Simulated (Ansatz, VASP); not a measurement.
**PtSe2: VASP beside Ansatz**

File INCAR:

```
PREC = Accurate
ENCUT = 520
EDIFF = 1E-6
ISMEAR = 0
SIGMA = 0.15
LREAL = F
LASPH = T
NELM = 100
ALGO = Normal
ISIF = 2
LWAVE = F
LCHARG = T
GGA = PE
LELF = T
LVHAR = T
NBANDS = 18
```

File KPOINTS:

```
Automatic mesh
0
Gamma
  12 12 10
```

Contents of POSCAR:

```
PtSe2
1.0
    3.7240006046      0.0000000000      0.0000000000
   -1.8620003023      3.1283267535      0.0000000000
    0.0000000000      0.0000000000      5.0620000000
Pt Se
1 2
Direct
    0.0000000000      0.0000000000      0.0000000000
    0.3333333333      0.6666666667      0.2500000000
    0.6666666667      0.3333333333      0.7500000000
```

Input for Ansatz:

```yaml
crystal:
  lattice:
    - [3.7240006046, 0.0, 0.0]
    - [-1.8620003023, 3.1283267535, 0.0]
    - [0.0, 0.0, 5.062]
  atoms:
    - { symbol: Pt, position: [0.0, 0.0, 0.0] }
    - { symbol: Se, position: [0.3333333333, 0.6666666667, 0.25] }
    - { symbol: Se, position: [0.6666666667, 0.3333333333, 0.75] }
basis:
  ecutwfc: 420
kpoints:
  mp_grid: { grid: [12, 12, 10] }
hamiltonian:
  xc: pbe
scf:
  occupations: { method: gaussian, width: 0.15 }
output:
  forces: true
  stress: true
  eigenvalues: true
```

Change from the starting cell: strain -0.0300 x Voigt [0, 1, 0, 0, 0, 0], atoms carried along.

Alike in both runs: task single point; functional PBE; k mesh 12 × 12 × 10; occupations gaussian, width 0.15 eV; no spin polarisation.

|  | VASP | Ansatz |
| --- | --- | --- |
| version | VASP 6.6.1 | Ansatz 0.2.0 |
| potentials or method | VASP PAW PBE potentials, release 64 (Pt, Se), cutoff 520 eV | scalar-relativistic, plane waves, PAW |
| valence electrons in the cell | 22 | 50 |

|  | VASP | Ansatz | Ansatz less VASP |
| --- | --- | --- | --- |
| gap on the k mesh at the Fermi level (eV) | none | none | - |
| pressure (GPa) | 12.7 | 12.7 | -0.02 |
| traceless stress, the component that is largest in VASP (GPa) | 4.16 | 4.15 | -0.009 |
| rms of the force components (eV/Å) | 0.474 | 0.470 | -0.0039 |

Atom by atom the forces differ by 0.004 eV/Å (rms over components). A gap of «none» marks a metal or a gap that the smearing closes. VASP's potentials hold 22 valence electrons a cell and Ansatz's 50, so a difference there can come from the potentials and not from the codes.

Neither program's run includes spin-orbit coupling.
